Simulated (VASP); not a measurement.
## Mg4O: single point with LDA

Mg4O, a slab with vacuum:

```
CELL_PARAMETERS angstrom
3.14661 0.00000 0.00000
0.00000 5.03889 0.00000
0.00000 0.00000 20.58461
ATOMIC_POSITIONS crystal
Mg 0.00000 0.75000 0.19432
Mg 0.50000 0.25000 0.23845
Mg 0.50000 0.75000 0.33061
Mg 0.00000 0.25000 0.36846
O 0.25000 0.50000 0.47679
```

- Program: VASP 6.6.1
- Task: single point
- Functional: LDA
- Potentials or basis: VASP PAW LDA potentials, release 64 (Mg, O)
- Cutoff: 520 eV
- k mesh: 8 × 5 × 1
- Occupations: gaussian, width 0.1 eV
- Spin: no spin polarisation

```yaml
Largest_force: 2.755 eV/Å
Band_gap_on_the_k_mesh: zero (band 7 reaches -3.56 eV, above the bottom of band 8 at -3.75 eV)
```

Forces on the atoms (eV/Å):
```
Mg   0.004 -0.035  0.254
Mg   0.023  0.034 -0.010
Mg  -0.073 -0.177  0.460
Mg   0.214  0.731  1.990
O   -0.169 -0.554 -2.693
```

Levels at points of the mesh, in eV from the Fermi level:
```
           k point  band 5  band 6  band 7  band 8  band 9  band 10
(0.00, 0.00, 0.00)   -0.80   -0.45    0.02    0.09    0.27     1.47
(0.50, 0.00, 0.00)   -0.77   -0.09   -0.04    0.30    2.52     2.80
```

Wall time 90 s on 1 thread of Intel(R) Xeon(R) 6975P-C (Granite Rapids), with other jobs on the host, peak memory 0.34 GiB.
